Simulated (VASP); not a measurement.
A run of VASP 6.6.1 is set up as follows.

Contents of INCAR:

```
SYSTEM = GaN
PREC = Accurate
ENCUT = 520
EDIFF = 1E-6
ISMEAR = -1
SIGMA = 0.02
LREAL = .False.
LASPH = .True.
NELM = 80
ALGO = Normal
ISIF = 2
LWAVE = .False.
LCHARG = .False.
GGA = PS
NBANDS = 16
```

The input KPOINTS:

```
Automatic mesh
0
Gamma
  13 13 13
  0 0 0
```

File POSCAR:

```
GaN
1.0
   -0.0199250000      1.9825375000      1.9825375000
    1.9825375000     -0.0199250000      1.9825375000
    1.9825375000      1.9825375000     -0.0199250000
Ga N
1 1
Direct
    0.5000000000      0.5000000000      0.5000000000
    0.0000000000      0.0000000000      0.0000000000
```

Potentials or basis: VASP PAW PBE potentials, release 64 (Ga_d, N).

Launch:

```console
$ cat potpaw_PBE.64/Ga_d/POTCAR potpaw_PBE.64/N/POTCAR > POTCAR
$ mpirun -np 1 vasp_std > vasp.out
```

(1) Predict the band gap on the k mesh.

(2) What does it give for the pressure?

## Answers

(1) 1.77 eV, indirect (least direct gap 5.06 eV).

(2) 59.4 GPa.

Caveat: the cell differs from its parent crystal (equal xy, yz and zx shear strains of -1 %); the PAW data sets were made with another functional, which shifts forces and pressure a little.
